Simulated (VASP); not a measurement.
GaCo, 2 atoms in the cell. The structure is cubic, space group Pm-3m (No. 221). Conventional cell: a = 2.779 Å, b = 2.779 Å, c = 2.779 Å, α = 90.00°, β = 90.00°, γ = 90.00°. Ga (site symmetry m-3m) has 8 Co at 2.41 Å and 6 Ga at 2.78 Å within 3.2 Å. Co (site symmetry m-3m) has 8 Ga at 2.41 Å and 6 Co at 2.78 Å within 3.2 Å. 

```yaml
Program: VASP 6.6.1
Task: single point
Functional: PBEsol
Potentials_or_basis: VASP PAW PBE potentials, release 64 (Ga_d, Co)
Cutoff: 520 eV
k_mesh: 8 × 8 × 8
Occupations: fermi-dirac, width 0.1 eV
Spin: collinear spin, ferromagnetic start
Starting_moments: "[0.0, 2.5] μB"
Dipole_correction: no
Further_INCAR_settings: ALGO = Normal; EDIFF = 1e-07; NBANDS = 22
```

Potentials or basis: VASP PAW PBE potentials, release 64 (Ga_d, Co).

Command:

```sh
$ cat potpaw_PBE.64/Ga_d/POTCAR potpaw_PBE.64/Co/POTCAR > POTCAR
$ mpirun -np 1 vasp_std > vasp.out
```

Hardware: 1 thread of Intel(R) Xeon(R) Platinum 8259CL CPU @ 2.50GHz (Skylake/Cascade Lake), on a shared host.

Question: Estimate the wall time of this run.

Answer: Wall time 39 s on 1 thread of Intel(R) Xeon(R) Platinum 8259CL CPU @ 2.50GHz (Skylake/Cascade Lake) (shared host), peak memory 0.16 GiB. Counts: scf iterations 17, k points 35.
